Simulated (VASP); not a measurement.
# KZnF3 (Cmmm) in VASP: further runs

The runs below take KZnF3 through single point, with LDA.

Program: VASP 6.6.1. These are calculated values, not measurements. Logs are shortened: lines on timing, memory, paths and dates and some standing lists are left out, and cuts for length are marked.

**1. The cell of the first run**

The structure is orthorhombic, space group Cmmm (No. 65). Conventional cell: a = 5.713 Å, b = 5.742 Å, c = 4.050 Å, α = 90.00°, β = 90.00°, γ = 90.00°. Within 3.8 Å of K (site symmetry mmm) lie 12 F at 2.86 to 2.87 Å and 8 Zn at 3.50 to 3.51 Å. Zn (site symmetry mmm) has 6 F at 2.02 to 2.03 Å within 2.7 Å. Within 2.7 Å of F (site symmetry 2/m) lie 2 Zn at 2.03 Å. Within 2.7 Å of F (site symmetry mmm) lie 2 Zn at 2.02 Å.

**2. Single point, LDA (strain +0.0050 x Voigt [0, 0, 0, 1, 0, 0])**

Input file INCAR:

```
SYSTEM = KZnF3
PREC = Accurate
ENCUT = 520
EDIFF = 1E-6
ISMEAR = 0
SIGMA = 0.05
LREAL = .False.
LASPH = .True.
NELM = 60
ALGO = Normal
ISIF = 2
LWAVE = .False.
LCHARG = .False.
NBANDS = 29
```

Input file KPOINTS:

```
regular mesh
0
Gamma
  6 6 6
  0 0 0
```

Input file POSCAR:

```
KZnF3
1.0
    4.0500000000      0.0000000000      0.0000000000
    0.0000000000      4.0500000000      0.0101250000
    0.0000000000      0.0101250000      4.0500000000
K Zn F
1 1 3
Direct
    0.0000000000      0.0000000000      0.0000000000
    0.5000000000      0.5000000000      0.5000000000
    0.5000000000      0.5000000000      0.0000000000
    0.0000000000      0.5000000000      0.5000000000
    0.5000000000      0.0000000000      0.5000000000
```

Potentials or basis: VASP PAW LDA potentials, release 64 (K_sv, Zn, F).

The run is started by

```sh
$ cat potpaw_LDA.64/K_sv/POTCAR potpaw_LDA.64/Zn/POTCAR potpaw_LDA.64/F/POTCAR > POTCAR
$ mpirun -np 1 vasp_std > vasp.out
```

OUTCAR:

```text
SYSTEM = KZnF3
   PREC = Accurate
   ENCUT = 520
   EDIFF = 1E-6
   ISMEAR = 0
   LREAL = .False.
   LASPH = .True.
   NELM = 60
   ISIF = 2

 ion  position               nearest neighbor table
   1  0.000  0.000  0.000-   4 2.86   4 2.86
   2  0.500  0.500  0.500-   4 2.02   4 2.02   5 2.03   3 2.03   5 2.03   3 2.03
   3  0.500  0.500  0.000-   2 2.03   2 2.03
   4  0.000  0.500  0.500-   2 2.02   2 2.02   1 2.86   1 2.86
   5  0.500  0.000  0.500-   2 2.03   2 2.03

  LATTYP: Found a base centered orthorhombic cell.
 ALAT       =     5.7132460153
 B/A-ratio  =     1.0050125313
 C/A-ratio  =     0.7088789786

  Lattice vectors:

 A1 = (   0.0000000000,  -0.0101250000,  -4.0500000000)
 A2 = (   0.0000000000,   4.0500000000,   0.0101250000)
 A3 = (   4.0500000000,   0.0000000000,   0.0000000000)

Analysis of symmetry for initial positions (statically):
=====================================================================
 Subroutine PRICEL returns:
 Original cell was already a primitive cell.

 Routine SETGRP: Setting up the symmetry group for a
 base centered orthorhombic supercell.

 Subroutine GETGRP returns: Found  8 space group operations
 (whereof  8 operations were pure point group operations)
 out of a pool of  8 trial point group operations.

The static configuration has the point symmetry D_2h.

Analysis of symmetry for dynamics (positions and initial velocities):
=====================================================================
 Subroutine PRICEL returns:
 Original cell was already a primitive cell.

 Routine SETGRP: Setting up the symmetry group for a
 base centered orthorhombic supercell.

 Subroutine GETGRP returns: Found  8 space group operations
 (whereof  8 operations were pure point group operations)
 out of a pool of  8 trial point group operations.

The dynamic configuration has the point symmetry D_2h.

 Subroutine INISYM returns: Found  8 space group operations
 (whereof  8 operations are pure point group operations),
 and found     1 'primitive' translations

----------------------------------------------------------------------------------------

                                     Primitive cell

  volume of cell :      66.4297

  direct lattice vectors                    reciprocal lattice vectors
     4.050000000  0.000000000  0.000000000     0.246913580  0.000000000  0.000000000
     0.000000000  4.050000000  0.010125000     0.000000000  0.246915123 -0.000617288
     0.000000000  0.010125000  4.050000000     0.000000000 -0.000617288  0.246915123

  length of vectors
     4.050000000  4.050012656  4.050012656     0.246913580  0.246915895  0.246915895

  position of ions in fractional coordinates (direct lattice)
     0.000000000  0.000000000  0.000000000
     0.500000000  0.500000000  0.500000000
     0.500000000  0.500000000  0.000000000
     0.000000000  0.500000000  0.500000000
     0.500000000  0.000000000  0.500000000

  ion indices of the primitive-cell ions
   primitive index   ion index
                 1           1
                 2           2
                 3           3
                 4           4
                 5           5

----------------------------------------------------------------------------------------

 KPOINTS: regular mesh

Automatic generation of k-mesh.
 Grid dimensions read from file:
 generate k-points for:    6    6    6

 Generating k-lattice:

  Cartesian coordinates                     Fractional coordinates (reciprocal lattice)
     0.041152263  0.000000000  0.000000000     0.166666667  0.000000000  0.000000000
     0.000000000  0.041152521 -0.000102881     0.000000000  0.166666667  0.000000000
     0.000000000 -0.000102881  0.041152521     0.000000000  0.000000000  0.166666667

  Length of vectors
     0.041152263  0.041152649  0.041152649

  Shift w.r.t. Gamma in fractional coordinates (k-lattice)
     0.000000000  0.000000000  0.000000000

 Subroutine IBZKPT returns following result:
 ===========================================

 Found     52 irreducible k-points:

 Following reciprocal coordinates:
            Coordinates               Weight
  0.000000  0.000000  0.000000      1.000000
  0.166667  0.000000  0.000000      2.000000
  0.333333  0.000000  0.000000      2.000000
  0.500000  0.000000  0.000000      1.000000
  0.000000  0.166667  0.000000      4.000000
  0.166667  0.166667  0.000000      8.000000
[... 16 lines left out ...]
  0.333333  0.333333  0.166667      8.000000
  0.500000  0.333333  0.166667      4.000000
 [... further k-points ...]
   k-points           NKPTS =     52   k-points in BZ     NKDIM =     52   number of bands    NBANDS=     29
   number of dos      NEDOS =    301   number of ions     NIONS =      5
   total plane-waves  NPLWV =  27000
   dimension x,y,z NGX =    30 NGY =   30 NGZ =   30
   dimension x,y,z NGXF=    60 NGYF=   60 NGZF=   60
   ions per type =               1   1   3
   NGX,Y,Z   is equivalent  to a cutoff of  12.31, 12.31, 12.31 a.u.
   NGXF,Y,Z  is equivalent  to a cutoff of  24.63, 24.63, 24.63 a.u.
 SYSTEM =  KZnF3
   PREC   = accura    normal or accurate (medium, high low for compatibility)
   ISTART =      0    job   : 0-new  1-cont  2-samecut
   ICHARG =      2    charge: 1-file 2-atom 10-const
   ISPIN  =      1    spin polarized calculation?
   LNONCOLLINEAR =      F non collinear calculations
   LSORBIT =      F    spin-orbit coupling
   LASPH  =      T    aspherical Exc in radial PAW
   ENCUT  =  520.0 eV  38.22 Ry    6.18 a.u.   7.53  7.53  7.53*2*pi/ulx,y,z
   NELM   =     60;   NELMIN=  2; NELMDL= -5     # of ELM steps
   EDIFF  = 0.1E-05   stopping-criterion for ELM
   LREAL  =      F    real-space projection
   EDIFFG = 0.1E-04   stopping-criterion for IOM
   NSW    =      0    number of steps for IOM
   IBRION =     -1    ionic relax: 0-MD 1-quasi-New 2-CG
   NFREE  =      0    steps in history (QN), initial steepest desc. (CG)
   ISIF   =      2    stress and relaxation
   ISYM   =      2    0-nonsym 1-usesym 2-fastsym
   POTIM  = 0.5000    time-step for ionic-motion
   TEBEG  =    0.0;   TEEND  =   0.0 temperature during run
   PSTRESS=    0.0 pullay stress
   NELECT =      42.0000    total number of electrons
   NUPDOWN=      -1.0000    fix difference up-down
   EMIN   =  10.00;   EMAX   =-10.00  energy-range for DOS
   EFERMI =   0.00;   METHOD = LEGACY
   ISMEAR =     0;   SIGMA  =   0.05  broadening in eV -4-tet -1-fermi 0-gaus
   EFERMI_NEDOS =   21; number of points for ismear=-14 and -15
   IALGO  =     38    algorithm
   IMIX   =      4    mixing-type and parameters
     AMIX     =   0.40;   BMIX     =  1.00
     AMIX_MAG =   1.60;   BMIX_MAG =  1.00
  volume/ion in A,a.u.               =      13.29        89.66
  Fermi-wavevector in a.u.,A,eV,Ry     =   1.405089  2.655233 26.861640  1.974275
  Thomas-Fermi vector in A             =   2.527585
   LORBIT       =      0    0 simple, 1 ext, 2 COOP (PROOUT), +10 PAW based schemes
   GGA     = CA    functional components
   LHFCALC =     F    Hartree Fock is set to
   AEXX    =    0.0000 exact exchange contribution
   IVDW    =     0    specifies the selected vdW correction
   LEPSILON=     F    determine dielectric tensor
   LRPA    =     F    only Hartree local field effects (RPA)
 non-spin polarized calculation
 Gauss-broadening in eV      SIGMA  =   0.05
  energy-cutoff  :      520.00
  volume of cell :       66.43
 maximum number of plane-waves:      1807
   NGX = 15   NGY = 15   NGZ = 15

 number of electron      41.9999978 magnetization

 Free energy of the ion-electron system (eV)
  ---------------------------------------------------
  ext. energy  EPLUGINS =         0.00000000
  ---------------------------------------------------
  free energy    TOTEN  =       -23.06415758 eV

  energy without entropy =      -23.06415758  energy(sigma->0) =      -23.06415758

 E-fermi :  -0.8604     XC(G=0): -10.5965

 val. band max:       -1.2016901448   @ k =   0.5000   0.5000   0.5000
 cond. band min:       2.3918927388   @ k =   0.0000   0.0000   0.0000
 fundamental gap:      3.5935828836
 Fermi energy:        -0.8604326894

 k-point     1 :       0.0000    0.0000    0.0000
  band No.  band energies     occupation
      1     -27.7306      2.00000
      2     -22.3665      2.00000
      3     -21.6971      2.00000
      4     -21.6969      2.00000
      5     -11.4680      2.00000
      6     -11.4656      2.00000
[... 21 lines left out ...]
     28       9.7352      0.00000
     29      12.6478      0.00000

 k-point     2 :       0.1667    0.0000    0.0000
  band No.  band energies     occupation
      1     -27.7243      2.00000
      2     -22.3322      2.00000
      3     -21.7293      2.00000
      4     -21.6954      2.00000
      5     -11.4638      2.00000
      6     -11.4552      2.00000
[... 21 lines left out ...]
     28       9.8068      0.00000
     29      12.4503      0.00000

 k-point     3 :       0.3333    0.0000    0.0000
  band No.  band energies     occupation
      1     -27.7116      2.00000
      2     -22.2523      2.00000
      3     -21.8046      2.00000
      4     -21.6911      2.00000
      5     -11.4600      2.00000
      6     -11.4293      2.00000
[... 21 lines left out ...]
     28       9.9804      0.00000
     29      12.0691      0.00000

 k-point     4 :       0.5000    0.0000    0.0000
  band No.  band energies     occupation
      1     -27.7052      2.00000
      2     -22.2012      2.00000
      3     -21.8538      2.00000
      4     -21.6891      2.00000
      5     -11.4580      2.00000
      6     -11.4161      2.00000
[... 21 lines left out ...]
     28      10.7203      0.00000
     29      11.3071      0.00000

 k-point     5 :       0.0000    0.1667    0.0000
  band No.  band energies     occupation
      1     -27.7243      2.00000
      2     -22.3322      2.00000
      3     -21.7292      2.00000
      4     -21.6955      2.00000
      5     -11.4641      2.00000
      6     -11.4528      2.00000
[... 21 lines left out ...]
     28       9.8073      0.00000
     29      12.4495      0.00000
[... 510 lines left out ...]
     28       9.9967      0.00000
     29      11.6197      0.00000

 k-point    22 :       0.1667    0.3333    0.1667
  band No.  band energies     occupation
      1     -27.7021      2.00000
      2     -22.1766      2.00000
      3     -21.8082      2.00000
      4     -21.7334      2.00000
      5     -11.5009      2.00000
      6     -11.4748      2.00000
[... 21 lines left out ...]
     28      10.0691      0.00000
     29      11.7094      0.00000

 k-point    23 :       0.3333    0.3333    0.1667
  band No.  band energies     occupation
      1     -27.6929      2.00000
      2     -22.0855      2.00000
      3     -21.8243      2.00000
      4     -21.7750      2.00000
      5     -11.5359      2.00000
      6     -11.5100      2.00000
[... 21 lines left out ...]
     28      10.2619      0.00000
     29      11.6240      0.00000

 k-point    24 :       0.5000    0.3333    0.1667
  band No.  band energies     occupation
      1     -27.6883      2.00000
      2     -22.0172      2.00000
      3     -21.8639      2.00000
      4     -21.7865      2.00000
      5     -11.5432      2.00000
      6     -11.5343      2.00000
[... 21 lines left out ...]
     28      10.5563      0.00000
     29      11.3817      0.00000

 [... further k-points ...]

------------------------ aborting loop because EDIFF is reached ----------------------------------------

  FORCE on cell =-STRESS in cart. coord.  units (eV):
  Direction    XX          YY          ZZ          XY          YZ          ZX
  --------------------------------------------------------------------------------------
  -------------------------------------------------------------------------------------
  Total       -1.8086972     -1.8080418     -1.8080418      0.0000000     -0.0676442      0.0000000
  in kB      -43.6228546    -43.6070483    -43.6070483      0.0000000     -1.6314680      0.0000000
  external PRESSURE =     -43.6123171 kB  Pullay stress =       0.0000000 kB

 VOLUME and BASIS-vectors are now :
 -----------------------------------------------------------------------------
  energy-cutoff  :      520.00
  volume of cell :       66.43
      direct lattice vectors                 reciprocal lattice vectors
     4.050000000  0.000000000  0.000000000     0.246913580  0.000000000  0.000000000
     0.000000000  4.050000000  0.010125000     0.000000000  0.246915123 -0.000617288
     0.000000000  0.010125000  4.050000000     0.000000000 -0.000617288  0.246915123

 POSITION                                       TOTAL-FORCE (eV/Angst)
 -----------------------------------------------------------------------------------
      0.00000      0.00000      0.00000         0.000000     -0.000000      0.000000
      2.02500      2.03006      2.03006         0.000000      0.000000      0.000000
      2.02500      2.02500      0.00506         0.000000     -0.000000      0.000000
      0.00000      2.03006      2.03006         0.000000     -0.000000      0.000000
      2.02500      0.00506      2.02500         0.000000     -0.000000      0.000000
 -----------------------------------------------------------------------------------
    total drift:                                0.000000      0.000000     -0.000000

  FREE ENERGIE OF THE ION-ELECTRON SYSTEM (eV)
  ---------------------------------------------------
  free  energy   TOTEN  =       -23.0641575789 eV

  energy  without entropy=      -23.0641575789  energy(sigma->0) =      -23.06415758
```

It took 1.8 min on 1 thread of Oxide Virtual Turin-like, shared host; peak memory 0.18 GiB.

Results:

```yaml
Free_energy: -23.0642 eV
Pressure: -4.4 GPa
Band_gap_on_the_k_mesh: 3.59 eV (least direct gap 5.39 eV)
```

Levels at points of the mesh, in eV from the valence-band top:
| k point | band 18 | band 19 | band 20 | band 21 | band 22 | band 23 | band 24 | band 25 |
| --- | --- | --- | --- | --- | --- | --- | --- | --- |
| (0.00, 0.00, 0.00) | -2.01 | -1.81 | -1.80 | -1.79 | 3.59 | 8.47 | 8.47 | 9.06 |
| (0.50, 0.00, 0.00) | -1.97 | -1.67 | -1.67 | -1.63 | 6.40 | 8.04 | 9.47 | 10.93 |
| (0.00, 0.50, 0.00) | -1.98 | -1.67 | -1.67 | -1.63 | 6.40 | 8.04 | 9.47 | 10.96 |
| (0.50, 0.50, 0.00) | -1.77 | -1.77 | -1.44 | 0.00 | 7.88 | 9.89 | 9.89 | 9.92 |
| (0.00, 0.50, 0.50) | -1.77 | -1.77 | -1.44 | 0.00 | 7.88 | 9.89 | 9.89 | 9.92 |
| (0.50, 0.50, 0.50) | -1.42 | -1.42 | 0.00 | 0.00 | 8.20 | 8.22 | 8.23 | 10.04 |

Caveat: the cell differs from its parent crystal (strain +0.0050 x Voigt [0, 0, 0, 1, 0, 0]); the cell stands under tension. A k mesh can miss the band edges.

**3. Single point, LDA (strain +0.0175 x Voigt [0, 0, 0, 1, 0, 0])**

Input file INCAR:

```
SYSTEM = KZnF3
ALGO = Normal ; EDIFF = 1E-6
ENCUT = 520 ; ISIF = 2
ISMEAR = 0 ; LASPH = .True.
LCHARG = .False. ; LREAL = .False.
LWAVE = .False. ; NBANDS = 29
NELM = 80 ; PREC = Accurate
SIGMA = 0.05
```

Input file KPOINTS:

```
k-points
0
Gamma
  6 6 6
  0 0 0
```

POSCAR, as its differences from that of step 2:

```diff
@@ -3,4 +3,4 @@
     4.0500000000      0.0000000000      0.0000000000
-    0.0000000000      4.0500000000      0.0101250000
-    0.0000000000      0.0101250000      4.0500000000
+    0.0000000000      4.0500000000      0.0354375000
+    0.0000000000      0.0354375000      4.0500000000
 K Zn F
```

Potentials or basis: VASP PAW LDA potentials, release 64 (K_sv, Zn, F).

The run is started by

```sh
$ cat potpaw_LDA.64/K_sv/POTCAR potpaw_LDA.64/Zn/POTCAR potpaw_LDA.64/F/POTCAR > POTCAR
$ mpirun -np 1 vasp_std > vasp.out
```

It took 84 s on 1 thread of Oxide Virtual Turin-like, shared host; peak memory 0.18 GiB.

It converged, with:

```yaml
Free_energy: -23.0624 eV
Pressure: -4.3 GPa
Band_gap_on_the_k_mesh: 3.59 eV (least direct gap 5.36 eV)
```

Stress tensor (GPa, compression positive):
```
-4.34  0.00  0.00
 0.00 -4.33 -0.57
 0.00 -0.57 -4.33
```

Levels at points of the mesh, in eV from the valence-band top:
```tsv
k point	band 17	band 18	band 19	band 20	band 21	band 22	band 23	band 24	band 25	band 26
(0.00, 0.00, 0.00)	-2.01	-1.99	-1.83	-1.80	-1.77	3.59	8.47	8.48	9.06	10.90
(0.50, 0.00, 0.00)	-2.04	-1.92	-1.67	-1.67	-1.63	6.40	8.04	9.47	10.87	11.05
(0.00, 0.50, 0.00)	-1.98	-1.98	-1.67	-1.67	-1.63	6.40	8.04	9.46	10.96	10.96
(0.50, 0.50, 0.00)	-2.08	-1.77	-1.77	-1.44	0.00	7.88	9.89	9.89	9.92	11.35
(0.00, 0.50, 0.50)	-2.08	-1.77	-1.76	-1.44	0.00	7.88	9.88	9.90	9.92	11.33
(0.50, 0.50, 0.50)	-1.43	-1.42	-1.42	0.00	0.00	8.15	8.22	8.28	10.04	11.89
```

Caveat: the cell differs from its parent crystal (strain +0.0175 x Voigt [0, 0, 0, 1, 0, 0]); the cell stands under tension. A k mesh can miss the band edges.

**4. Single point, LDA (strain +0.0125 x Voigt [0, 0, 0, 1, 0, 0])**

Input file INCAR:

```
SYSTEM = KZnF3
PREC = Accurate
ENCUT = 520
EDIFF = 1E-6
ISMEAR = 0
SIGMA = 0.05
LREAL = .False.
LASPH = .True.
NELM = 80
ALGO = Normal
ISIF = 2
LWAVE = .False.
LCHARG = .True.
GGA = CA
LELF = .True.
LVHAR = .True.
NBANDS = 29
```

Input file KPOINTS:

```
regular mesh
0
Gamma
  6 6 6
  0 0 0
```

POSCAR, as its differences from that of step 3:

```diff
@@ -3,4 +3,4 @@
     4.0500000000      0.0000000000      0.0000000000
-    0.0000000000      4.0500000000      0.0354375000
-    0.0000000000      0.0354375000      4.0500000000
+    0.0000000000      4.0500000000      0.0253125000
+    0.0000000000      0.0253125000      4.0500000000
 K Zn F
```

The run is started by

```sh
$ cat potpaw_LDA.64/K_sv/POTCAR potpaw_LDA.64/Zn/POTCAR potpaw_LDA.64/F/POTCAR > POTCAR
$ mpirun -np 1 vasp_std > vasp.out
```

It took 78 s on 1 thread of Oxide Virtual Turin-like, shared host; peak memory 0.18 GiB.

Results (log left out):

```yaml
Free_energy: -23.0633 eV
Pressure: -4.4 GPa
Band_gap_on_the_k_mesh: 3.59 eV (least direct gap 5.37 eV)
```

Stress tensor (GPa, compression positive):
```
-4.36  0.00  0.00
 0.00 -4.35 -0.41
 0.00 -0.41 -4.35
```

Levels at points of the mesh, in eV from the valence-band top:
| k point | band 19 | band 20 | band 21 | band 22 | band 23 | band 24 |
| --- | --- | --- | --- | --- | --- | --- |
| (0.00, 0.00, 0.00) | -1.82 | -1.80 | -1.78 | 3.59 | 8.47 | 8.47 |
| (0.50, 0.00, 0.00) | -1.67 | -1.67 | -1.63 | 6.40 | 8.04 | 9.47 |
| (0.00, 0.50, 0.00) | -1.67 | -1.67 | -1.63 | 6.40 | 8.04 | 9.46 |
| (0.50, 0.50, 0.00) | -1.77 | -1.44 | 0.00 | 7.88 | 9.89 | 9.89 |
| (0.00, 0.50, 0.50) | -1.76 | -1.44 | 0.00 | 7.88 | 9.88 | 9.90 |
| (0.50, 0.50, 0.50) | -1.42 | 0.00 | 0.00 | 8.17 | 8.22 | 8.26 |

Caveat: the cell differs from its parent crystal (strain +0.0125 x Voigt [0, 0, 0, 1, 0, 0]); the cell stands under tension.

(Continued in part 2 of 2.)
